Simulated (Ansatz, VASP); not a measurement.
One calculation of RuS2, two programs

INCAR

```
SYSTEM = RuS2
PREC = Accurate
ENCUT = 520
EDIFF = 1E-8
ISMEAR = -1
SIGMA = 0.05
LREAL = .False.
LASPH = .True.
NELM = 60
ALGO = Normal
ISIF = 2
LWAVE = .False.
LCHARG = .False.
LEFG = .True.
NBANDS = 20
```

Contents of KPOINTS:

```
Automatic mesh
0
Gamma
  12 12 7
  0 0 0
```

File POSCAR:

```
RuS2
1.0
    3.4427884332      0.0000000000      0.0000000000
   -1.7213942166      2.9815422430      0.0000000000
    0.0000000000      0.0000000000      5.1133983325
Ru S
1 2
Direct
    0.0000000000      0.0000000000      0.0000000000
    0.3333333333      0.6666666667      0.2536057355
    0.6666666667      0.3333333333      0.7463942645
```

Input for Ansatz:

```yaml
crystal:
  lattice:
    - [3.4427884332, 0.0, 0.0]
    - [-1.7213942166, 2.981542243, 0.0]
    - [0.0, 0.0, 5.1133983325]
  atoms:
    - { symbol: Ru, position: [0.0, 0.0, 0.0] }
    - { symbol: S, position: [0.3333333333, 0.6666666667, 0.2536057355] }
    - { symbol: S, position: [0.6666666667, 0.3333333333, 0.7463942645] }
kpoints:
  mp_grid: { grid: [12, 12, 7] }
  band_path:
    path:
      - [0.0, 0.0, 0.0]
      - [0.5, 0.0, 0.0]
      - [0.3333333333, 0.3333333333, 0.0]
      - [0.0, 0.0, 0.0]
      - [0.0, 0.0, 0.5]
      - [0.5, 0.0, 0.5]
      - [0.3333333333, 0.3333333333, 0.5]
      - [0.0, 0.0, 0.5]
      - [0.5, 0.0, 0.5]
    npoints: 5
scf:
  occupations: { method: fermi_dirac, width: 0.05 }
hamiltonian:
  xc: lda
  pseudopotentials: { kind: paw }
output:
  forces: true
  stress: true
  eigenvalues: true
  efg: { contact_densities: true }
  write_density: true
  write_potential: true
  elf: true
  volumetric_format: npy
```

Alike in both runs: task electric field gradients; functional LDA; k mesh 12 × 12 × 7; occupations fermi-dirac, width 0.05 eV; no spin polarisation.

```csv
,VASP,Ansatz
version,VASP 6.6.1,Ansatz 0.2.0
potentials or method,"VASP PAW LDA potentials, release 64 (Ru_pv, S)","PAW with Ansatz's default frozen-core files, scalar-relativistic"
plane-wave cutoff (eV),520,420
valence electrons in the cell,26,28
```

Ansatz gave:

- pressure (GPa): -8.2
- traceless stress, the component that is largest in VASP (GPa): 0.17
- rms of the force components (eV/Å): 0.186
- size of Vzz on the site where it differs most (V/Å²): 8.8

What did VASP give for the same quantities?

Pressure (GPa): -8.2; traceless stress, the component that is largest in VASP (GPa): 0.20; rms of the force components (eV/Å): 0.182; size of Vzz on the site where it differs most (V/Å²): 13.1.

LDA's correlation is that of Perdew and Zunger in VASP and of Perdew and Wang (1992) in Ansatz. Atom by atom the forces differ by 0.004 eV/Å (rms over components). VASP's potentials hold 26 valence electrons a cell and Ansatz's 28, so a difference there can come from the potentials and not from the codes.
